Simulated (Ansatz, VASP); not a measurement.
Two plane-wave programs on Ge

```
Ge
1.0
     1.91701    1.91697    0.00000
     0.00000    0.00000   -5.42142
    -3.83402    3.83395    0.00000
Ge
4
Direct
  0.50000 0.00000 0.75000
  0.50000 0.50000 0.75000
  0.50000 0.00000 0.25000
  0.50000 0.50000 0.25000
```

Alike in both runs: task single point; functional PBE; k mesh 8 × 4 × 4; occupations gaussian, width 0.2 eV; no spin polarisation.

```csv
,VASP,Ansatz
version,VASP 6.6.1,Ansatz 0.2.0
potentials or method,"VASP PAW PBE potentials, release 64 (Ge_d), cutoff 520 eV","scalar-relativistic, plane waves, PAW"
valence electrons in the cell,56,56
```

|  | VASP | Ansatz | Ansatz less VASP |
| --- | --- | --- | --- |
| gap on the k mesh at the Fermi level (eV) | none | none | - |
| pressure (GPa) | 1.1 | 1.1 | -0.02 |

A gap of «none» marks a metal or a gap that the smearing closes. Ansatz's warnings: near symmetry operations not taken.
